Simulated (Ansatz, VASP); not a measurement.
## Ta2Ru in VASP and in Ansatz

File INCAR:

```
ALGO = Normal
EDIFF = 1E-6
ENCUT = 520
GGA = PE
ISIF = 2
ISMEAR = 0
LASPH = T
LCHARG = F
LREAL = F
LWAVE = F
NBANDS = 25
NELM = 80
PREC = Accurate
SIGMA = 0.1
```

KPOINTS

```
k-points
0
Gamma
  8 8 8
```

Contents of POSCAR:

```
Ta2Ru
1.0
   -1.5750472300      1.5750472300      4.7251416800
    1.5750472300     -1.5750472300      4.7251416800
    1.5750472300      1.5750472300     -4.7251416800
Ta Ru
2 1
Direct
    0.6666666700      0.6666666700      0.0000000000
    0.3333333300      0.3333333300      0.0000000000
    0.0000000000      0.0000000000      0.0000000000
```

Input for Ansatz:

```yaml
crystal:
  lattice:
    - [-1.57504723, 1.57504723, 4.72514168]
    - [1.57504723, -1.57504723, 4.72514168]
    - [1.57504723, 1.57504723, -4.72514168]
  atoms:
    - { symbol: Ta, position: [0.66666667, 0.66666667, 0.0] }
    - { symbol: Ta, position: [0.33333333, 0.33333333, 0.0] }
    - { symbol: Ru, position: [0.0, 0.0, 0.0] }
basis:
  ecutwfc: 420
kpoints:
  mp_grid: { grid: [8, 8, 8] }
hamiltonian:
  xc: pbe
scf:
  occupations: { method: gaussian, width: 0.1 }
  lower_state_search: "off"
output:
  forces: true
  stress: true
  eigenvalues: true
```

Alike in both runs: task single point; functional PBE; k mesh 8 × 8 × 8; occupations gaussian, width 0.1 eV; no spin polarisation.

```csv
,VASP,Ansatz
version,VASP 6.6.1,Ansatz 0.2.0
potentials or method,"VASP PAW PBE potentials, release 64 (Ta_pv, Ru_pv), cutoff 520 eV","scalar-relativistic, plane waves, PAW"
valence electrons in the cell,36,42
```

Ansatz gave:

- gap on the k mesh at the Fermi level (eV): none
- pressure (GPa): 18.5
- traceless stress, the component that is largest in VASP (GPa): 0.86
- rms of the force components (eV/Å): 0.504

Task: What did VASP give for the same quantities?

Result: gap on the k mesh at the Fermi level (eV): none; pressure (GPa): 18.8; traceless stress, the component that is largest in VASP (GPa): 0.86; rms of the force components (eV/Å): 0.505.

Atom by atom the forces differ by 0.001 eV/Å (rms over components). A gap of «none» marks a metal or a gap that the smearing closes. VASP's potentials hold 36 valence electrons a cell and Ansatz's 42, so a difference there can come from the potentials and not from the codes.

Neither program's run includes spin-orbit coupling.
